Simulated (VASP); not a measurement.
# Sn (Immm) in VASP: further runs, part 3 of 3

VASP 6.6.1. Earlier steps stand in the parts before.

## 5. Relaxation of cell and atoms, RPBE+D4

Input file INCAR:

```
  PREC = Accurate
  ENCUT = 600
  EDIFF = 1E-6
  ISMEAR = -1
  SIGMA = 0.05
  LREAL = F
  LASPH = T
  NELM = 100
  ALGO = Normal
  ISIF = 3
  LWAVE = F
  LCHARG = F
  GGA = RP
  IVDW = 13
  IBRION = 2
  NSW = 60
  EDIFFG = -0.01
```

Input file KPOINTS:

```
regular mesh
0
Gamma
  11 11 11
```

Input file POSCAR:

```
Sn
1.0
   -1.7265390000      1.7755470000      2.3383420000
    1.7265390000     -1.7755470000      2.3383420000
    1.7265390000      1.7755470000     -2.3383420000
Sn
1
Direct
    0.0000000000      0.0000000000      0.0000000000
```

Potentials or basis: VASP PAW PBE potentials, release 64 (Sn_d).

The run is started by

```
$ cat potpaw_PBE.64/Sn_d/POTCAR > POTCAR
$ mpirun -np 1 vasp_std > vasp.out
```

OUTCAR:

```text
PREC = Accurate
   ENCUT = 600
   EDIFF = 1E-6
   ISMEAR = -1
   LREAL = F
   LASPH = T
   NELM = 100
   ISIF = 3
   GGA = RP
   IVDW = 13
   IBRION = 2
   NSW = 60
   EDIFFG = -0.01

 ion  position               nearest neighbor table
   1  0.000  0.000  0.000-

  LATTYP: Found a body centered orthorhombic cell.
 ALAT       =     3.4530780000
 B/A-ratio  =     1.0283851103
 C/A-ratio  =     1.3543522620

  Lattice vectors:

 A1 = (  -1.7265390000,   1.7755470000,   2.3383420000)
 A2 = (   1.7265390000,  -1.7755470000,   2.3383420000)
 A3 = (   1.7265390000,   1.7755470000,  -2.3383420000)

Analysis of symmetry for initial positions (statically):
=====================================================================
 Subroutine PRICEL returns:
 Original cell was already a primitive cell.

 Routine SETGRP: Setting up the symmetry group for a
 body centered orthorhombic supercell.

 Subroutine GETGRP returns: Found  8 space group operations
 (whereof  8 operations were pure point group operations)
 out of a pool of  8 trial point group operations.

The static configuration has the point symmetry D_2h.

Analysis of symmetry for dynamics (positions and initial velocities):
=====================================================================
 Subroutine PRICEL returns:
 Original cell was already a primitive cell.

 Routine SETGRP: Setting up the symmetry group for a
 body centered orthorhombic supercell.

 Subroutine GETGRP returns: Found  8 space group operations
 (whereof  8 operations were pure point group operations)
 out of a pool of  8 trial point group operations.

The dynamic configuration has the point symmetry D_2h.

 Subroutine INISYM returns: Found  8 space group operations
 (whereof  8 operations are pure point group operations),
 and found     1 'primitive' translations

----------------------------------------------------------------------------------------

                                     Primitive cell

  volume of cell :      28.6732

  direct lattice vectors                    reciprocal lattice vectors
    -1.726539000  1.775547000  2.338342000     0.000000000  0.281603359  0.213826720
     1.726539000 -1.775547000  2.338342000     0.289596702  0.000000000  0.213826720
     1.726539000  1.775547000 -2.338342000     0.289596702  0.281603359  0.000000000

  length of vectors
     3.406075069  3.406075069  3.406075069     0.353584952  0.359983494  0.403938983

  position of ions in fractional coordinates (direct lattice)
     0.000000000  0.000000000  0.000000000

  ion indices of the primitive-cell ions
   primitive index   ion index
                 1           1

----------------------------------------------------------------------------------------

 KPOINTS: regular mesh

Automatic generation of k-mesh.
 Grid dimensions read from file:
 generate k-points for:   11   11   11

 Generating k-lattice:

  Cartesian coordinates                     Fractional coordinates (reciprocal lattice)
     0.000000000  0.025600305  0.019438793     0.090909091  0.000000000 -0.000000000
     0.026326973  0.000000000  0.019438793     0.000000000  0.090909091  0.000000000
     0.026326973  0.025600305  0.000000000    -0.000000000  0.000000000  0.090909091

  Length of vectors
     0.032144087  0.032725772  0.036721726

  Shift w.r.t. Gamma in fractional coordinates (k-lattice)
     0.000000000  0.000000000  0.000000000

 Subroutine IBZKPT returns following result:
 ===========================================

 Found    216 irreducible k-points:

 Following reciprocal coordinates:
            Coordinates               Weight
  0.000000  0.000000  0.000000      1.000000
  0.090909  0.000000  0.000000      4.000000
  0.181818 -0.000000  0.000000      4.000000
  0.272727  0.000000  0.000000      4.000000
  0.363636 -0.000000  0.000000      4.000000
  0.454545  0.000000  0.000000      4.000000
[... 16 lines left out ...]
  0.454545  0.181818  0.000000      8.000000
 -0.454545  0.181818  0.000000      8.000000
 [... further k-points ...]
   k-points           NKPTS =    216   k-points in BZ     NKDIM =    216   number of bands    NBANDS=     11
   number of dos      NEDOS =    301   number of ions     NIONS =      1
   total plane-waves  NPLWV =  21952
   dimension x,y,z NGX =    28 NGY =   28 NGZ =   28
   dimension x,y,z NGXF=    56 NGYF=   56 NGZF=   56
   ions per type =               1
   NGX,Y,Z   is equivalent  to a cutoff of  13.67, 13.67, 13.67 a.u.
   NGXF,Y,Z  is equivalent  to a cutoff of  27.33, 27.33, 27.33 a.u.
 SYSTEM =  unknown system
   PREC   = accura    normal or accurate (medium, high low for compatibility)
   ISTART =      0    job   : 0-new  1-cont  2-samecut
   ICHARG =      2    charge: 1-file 2-atom 10-const
   ISPIN  =      1    spin polarized calculation?
   LNONCOLLINEAR =      F non collinear calculations
   LSORBIT =      F    spin-orbit coupling
   LASPH  =      T    aspherical Exc in radial PAW
   ENCUT  =  600.0 eV  44.10 Ry    6.64 a.u.   6.80  6.80  6.80*2*pi/ulx,y,z
   NELM   =    100;   NELMIN=  2; NELMDL= -5     # of ELM steps
   EDIFF  = 0.1E-05   stopping-criterion for ELM
   LREAL  =      F    real-space projection
   EDIFFG = -.1E-01   stopping-criterion for IOM
   NSW    =     60    number of steps for IOM
   IBRION =      2    ionic relax: 0-MD 1-quasi-New 2-CG
   NFREE  =      1    steps in history (QN), initial steepest desc. (CG)
   ISIF   =      3    stress and relaxation
   ISYM   =      2    0-nonsym 1-usesym 2-fastsym
   POTIM  = 0.5000    time-step for ionic-motion
   TEBEG  =    0.0;   TEEND  =   0.0 temperature during run
   PSTRESS=    0.0 pullay stress
   NELECT =      14.0000    total number of electrons
   NUPDOWN=      -1.0000    fix difference up-down
   EMIN   =  10.00;   EMAX   =-10.00  energy-range for DOS
   EFERMI =   0.00;   METHOD = LEGACY
   ISMEAR =    -1;   SIGMA  =   0.05  broadening in eV -4-tet -1-fermi 0-gaus
   EFERMI_NEDOS =   21; number of points for ismear=-14 and -15
   IALGO  =     38    algorithm
   IMIX   =      4    mixing-type and parameters
     AMIX     =   0.40;   BMIX     =  1.00
     AMIX_MAG =   1.60;   BMIX_MAG =  1.00
  volume/ion in A,a.u.               =      28.67       193.50
  Fermi-wavevector in a.u.,A,eV,Ry     =   1.289116  2.436076 22.610433  1.661820
  Thomas-Fermi vector in A             =   2.421028
   LORBIT       =      0    0 simple, 1 ext, 2 COOP (PROOUT), +10 PAW based schemes
   GGA     = RP    functional components
   LHFCALC =     F    Hartree Fock is set to
   AEXX    =    0.0000 exact exchange contribution
   IVDW    =    13    specifies the selected vdW correction
   LEPSILON=     F    determine dielectric tensor
   LRPA    =     F    only Hartree local field effects (RPA)
 conjugate gradient relaxation of ions
 non-spin polarized calculation
  energy-cutoff  :      600.00
  volume of cell :       28.67
 maximum number of plane-waves:       971
   NGX = 13   NGY = 13   NGZ = 13

--------------------------------------- Ionic step        1  -------------------------------------------

 number of electron      13.9999998 magnetization

 Free energy of the ion-electron system (eV)
  ---------------------------------------------------
  ext. energy  EPLUGINS =         0.00000000
  ---------------------------------------------------
  free energy    TOTEN  =        -3.42717508 eV

  energy without entropy =       -3.42357529  energy(sigma->0) =       -3.42537519

------------------------ aborting loop because EDIFF is reached ----------------------------------------

  DFT-D4 for vdW energy calculation

  Edisp (eV):   -0.72647
[... 102 lines left out ...]
  FREE ENERGIE OF THE ION-ELECTRON SYSTEM (eV)
  ---------------------------------------------------
  free  energy   TOTEN  =        -4.1783984179 eV

  energy  without entropy=       -4.1742964480  energy(sigma->0) =       -4.17634743

[... ionic steps 4 to 11 ...]

--------------------------------------- Ionic step       12  -------------------------------------------

 number of electron      14.0000005 magnetization

------------------------ aborting loop because EDIFF is reached ----------------------------------------
[... 73 lines left out ...]
--------------------------------------- Ionic step       14  -------------------------------------------

 number of electron      14.0000005 magnetization

 Free energy of the ion-electron system (eV)
  ---------------------------------------------------
  ext. energy  EPLUGINS =         0.00000000
  ---------------------------------------------------
  free energy    TOTEN  =        -3.40329780 eV

  energy without entropy =       -3.39882277  energy(sigma->0) =       -3.40106029

 E-fermi :   8.4838     XC(G=0): -10.3757

 val. band max:        8.4166034202   @ k =   0.1818   0.1818   0.0909
 cond. band min:       8.4910167618   @ k =  -0.3636   0.1818  -0.0000
 fundamental gap:      0.0744133416
 Fermi energy:         8.4837562602

 k-point     1 :       0.0000    0.0000    0.0000
  band No.  band energies     occupation
      1     -13.1507      2.00000
      2     -13.1506      2.00000
      3     -13.1261      2.00000
      4     -13.0778      2.00000
      5     -13.0464      2.00000
      6      -2.7700      2.00000
      7      16.3675      0.00000
      8      16.4498      0.00000
      9      16.4513      0.00000
     10      19.0882      0.00000
     11      20.3782      0.00000
[... 309 lines left out ...]
 k-point    24 :      -0.4545    0.1818    0.0000
  band No.  band energies     occupation
      1     -13.1663      2.00000
      2     -13.1159      2.00000
      3     -13.0810      2.00000
      4     -13.0291      2.00000
      5     -12.9797      2.00000
      6       0.9871      2.00000
      7       6.1236      2.00000
      8      11.1828      0.00000
      9      12.7931      0.00000
     10      15.9295      0.00000
     11      21.3026      0.00000

 [... further k-points ...]

------------------------ aborting loop because EDIFF is reached ----------------------------------------

  DFT-D4 for vdW energy calculation

  Edisp (eV):   -0.77606
[... 24 lines left out ...]
  FREE ENERGIE OF THE ION-ELECTRON SYSTEM (eV)
  ---------------------------------------------------
  free  energy   TOTEN  =        -4.1793580580 eV

  energy  without entropy=       -4.1748830230  energy(sigma->0) =       -4.17712054

 reached required accuracy - stopping structural energy minimisation
```

OSZICAR:

```text
N       E                     dE             d eps       ncg     rms          rms(c)
DAV:   1     0.755199430394E+02    0.75520E+02   -0.82136E+03  4794   0.203E+03
DAV:   2     0.113133220248E+01   -0.74389E+02   -0.72623E+02  4902   0.345E+02
DAV:   3    -0.333194640762E+01   -0.44633E+01   -0.44344E+01  5397   0.767E+01
[... 97 lines left out ...]
DAV:   1    -0.340413927606E+01   -0.22804E-02   -0.20064E-02  5619   0.249E+00    0.160E-01
DAV:   2    -0.340351813258E+01    0.62114E-03   -0.10663E-03  5490   0.694E-01    0.815E-02
DAV:   3    -0.340331035764E+01    0.20777E-03   -0.44719E-04  6806   0.478E-01    0.153E-02
DAV:   4    -0.340329796471E+01    0.12393E-04   -0.32562E-05  5467   0.110E-01    0.400E-03
DAV:   5    -0.340329780326E+01    0.16144E-06   -0.18191E-06  3546   0.199E-02
  14 F= -.41793581E+01 E0= -.41771205E+01  d E =-.181703E-04
```

CONTCAR:

```text
Sn
   1.00000000000000
    -1.6989467216624530    1.6990564785566806    2.3084548300348295
     1.6989467216624530   -1.6990564785566806    2.3084548300348295
     1.6989467216624530    1.6990564785566806   -2.3084548300348295
  Sn
     1
Direct
     0.0000000000000000    0.0000000000000000    0.0000000000000000

  0.00000000E+00  0.00000000E+00  0.00000000E+00
```

It took 12 min on 1 thread of Intel Xeon 8259CL, shared host; peak memory 0.24 GiB.

Results:

| Quantity | Value |
| --- | --- |
| Free energy | -4.1794 eV |
| Relaxed volume | 26.65 Å³/atom |
| Relaxed cell | a = 3.332 Å, b = 3.332 Å, c = 3.332 Å, α = 118.69°, β = 118.68°, γ = 92.29° |
| Space group after relaxing (to 0.1 Å) | I4/mmm (No. 139) |
| Energy gained by relaxing | 25.7 meV/atom |
| Ionic steps | 14 |
| Pressure after relaxing | 0.0 GPa |
| Band gap on the k mesh | zero (bands 7 and 8 overlap by 9.82 eV) |
| Dispersion energy per atom | -0.776 eV |

Step by step:
```tsv
step	energy change (eV)	largest force (eV/Å)	pressure (GPa)	volume (Å³)
1	0.0000	0.0000	-3.30	28.67
2	-0.0242	0.0000	0.75	26.29
3	-0.0247	0.0000	0.16	26.58
4	-0.0247	0.0000	0.04	26.62
5	-0.0254	0.0000	0.03	26.64
6	-0.0256	0.0000	0.03	26.66
7	-0.0256	0.0000	-0.01	26.66
8	-0.0256	0.0000	-0.04	26.66
9	-0.0256	0.0000	-0.02	26.66
10	-0.0256	0.0000	-0.03	26.66
11	-0.0256	0.0000	0.00	26.64
12	-0.0257	0.0000	0.16	26.58
13	-0.0257	0.0000	0.10	26.60
14	-0.0257	0.0000	0.01	26.65
```

Final structure:
```xyz
1
Lattice="-1.6989 1.6991 2.3085 1.6989 -1.6991 2.3085 1.6989 1.6991 -2.3085" Properties=species:S:1:pos:R:3 pbc="T T T"
Sn    0.0000    0.0000    0.0000
```

Caveat: the PAW data sets were made with another functional, which shifts forces and pressure a little; spin-orbit coupling is left out, which moves the levels of the heavy elements.

## 6. Single point, r2SCAN, non-collinear spin, zero start, spin-orbit coupling

POSCAR is that of step 5.

Input file INCAR.step1:

```
SYSTEM = Sn
PREC = Accurate ; ENCUT = 520
ISMEAR = -1 ; SIGMA = 0.05
LREAL = .FALSE. ; LASPH = .TRUE.
NELM = 150 ; MAGMOM = 0 0 0
LSORBIT = .TRUE. ; GGA_COMPAT = .FALSE.
NBANDS = 25 ; GGA = PE
ALGO = Normal ; EDIFF = 1E-4
LWAVE = .TRUE. ; LCHARG = .FALSE.
```

Input file INCAR.step2:

```
SYSTEM = Sn
PREC = Accurate ; ENCUT = 520
EDIFF = 1E-6 ; ISMEAR = -1
SIGMA = 0.05 ; LREAL = .FALSE.
LASPH = .TRUE. ; NELM = 150
ALGO = Normal ; ISIF = 2
LWAVE = .FALSE. ; LCHARG = .FALSE.
MAGMOM = 0 0 0 ; LORBIT = 11
LSORBIT = .TRUE. ; GGA_COMPAT = .FALSE.
LORBMOM = .TRUE. ; METAGGA = R2SCAN
LMIXTAU = .TRUE. ; NBANDS = 25
ISTART = 1
```

Input file KPOINTS:

```
Automatic mesh
0
G
  8 8 8
  0 0 0
```

Potentials or basis: VASP PAW PBE potentials, release 64 (Sn_d).

The run is started by

```
$ cat potpaw_PBE.64/Sn_d/POTCAR > POTCAR
$ cp INCAR.step1 INCAR
$ mpirun -np 1 vasp_ncl > vasp.out
$ cp INCAR.step2 INCAR
$ mpirun -np 1 vasp_ncl > vasp.out
```

Wall time 27 min (1 thread of Intel Xeon 8259CL, shared host); peak memory 0.34 GiB.

The run converged. Its results:

```yaml
Free_energy: -24.5616 eV
Pressure: -2.3 GPa
Net_moment: 0.00 μB per cell
Valence_electrons_inside_the_program's_atomic_spheres: Sn 12.12
```

Stress tensor (GPa, compression positive):
```
-2.20  0.00  0.00
 0.00 -1.48  0.00
 0.00  0.00 -3.28
```

Moments on the atoms (μB; x, y, z):
```
Sn  0.00 0.00 0.00
```

Caveat: the PAW data sets were made with another functional, which shifts forces and pressure a little.

## 7. Summary

```csv
task,level,spin,cell,k mesh,cutoff (eV),gap on the mesh (eV),pressure (GPa),moment (μB),relaxed volume (Å³/atom)
relaxation of cell and atoms,BLYP,off,relaxed,11 × 11 × 11,600,none,0.0,-,30.89
single point,PBEsol,"non-collinear, zero start, SOC",as given,11 × 11 × 11,520,-,-3.7,0.00,-
relaxation of cell and atoms,RPBE+D3(BJ),off,relaxed,11 × 11 × 11,600,none,0.0,-,20.84
relaxation of cell and atoms,RPBE+D4,off,relaxed,11 × 11 × 11,600,none,0.0,-,26.65
single point,r2SCAN,"non-collinear, zero start, SOC",as given,8 × 8 × 8,520,-,-2.3,0.00,-
```

Alike in all rows: potentials or basis VASP PAW PBE potentials, release 64 (Sn_d); smearing fermi-dirac 0.05 eV.

Caveats: the PAW data sets were made with another functional, which shifts forces and pressure a little; spin-orbit coupling is left out, which moves the levels of the heavy elements (at least some runs); the cell stands under tension (at least some runs); the volume moved by over 15 % at a fixed basis, so the end points are rough (at least some runs); the dispersion term is far too large for a dense solid, which distorts pressure and volume (at least some runs).

Absolute energies hang on the potentials; compare differences alone.

The gap in the log of VASP goes by the Fermi energy; the results here count the filled bands.